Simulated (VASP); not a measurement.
The system is TaN.

```
CELL_PARAMETERS angstrom
2.86049 0.00000 0.00000
-1.43024 2.47726 0.00000
0.00000 0.00000 5.79432
ATOMIC_POSITIONS crystal
Ta 0.00000 0.00000 0.00000
Ta 0.00000 0.00000 0.50000
N 0.33333 0.66667 0.25000
N 0.66667 0.33333 0.75000
```

Base run:

* Program: VASP 6.6.1
* Functional: LDA
* Potentials or basis: VASP PAW LDA potentials, release 64 (Ta_sv_GW, N)
* Cutoff: 600 eV
* k mesh: 18 × 18 × 8
* Occupations: fermi-dirac, width 0.15 eV
* Spin: no spin polarisation
* Hubbard terms: Ta d U = 2.0 eV

Its results: band gap on the k mesh zero (band 18 reaches 13.70 eV, above the bottom of band 19 at 12.63 eV); pressure 13.3 GPa.

Problem. The run is repeated on the same cell with these changes: potentials or basis from VASP PAW LDA potentials, release 64 (Ta_sv_GW, N) to VASP PAW LDA potentials, release 64 (Ta_pv, N); cutoff from 600 eV to 520 eV; further incar settings from ALGO = Normal; EDIFF = 1e-06; NBANDS = 26 to ALGO = Normal; EDIFF = 1e-06; NBANDS = 24; valence electrons from 36 to 32. What comes out?

Solution. Band gap on the k mesh zero (band 16 reaches 9.47 eV, above the bottom of band 17 at 8.39 eV); pressure 13.9 GPa.

Caveats: spin-orbit coupling is left out, which moves the levels of the heavy elements; U without spin polarisation on a metal has little footing.
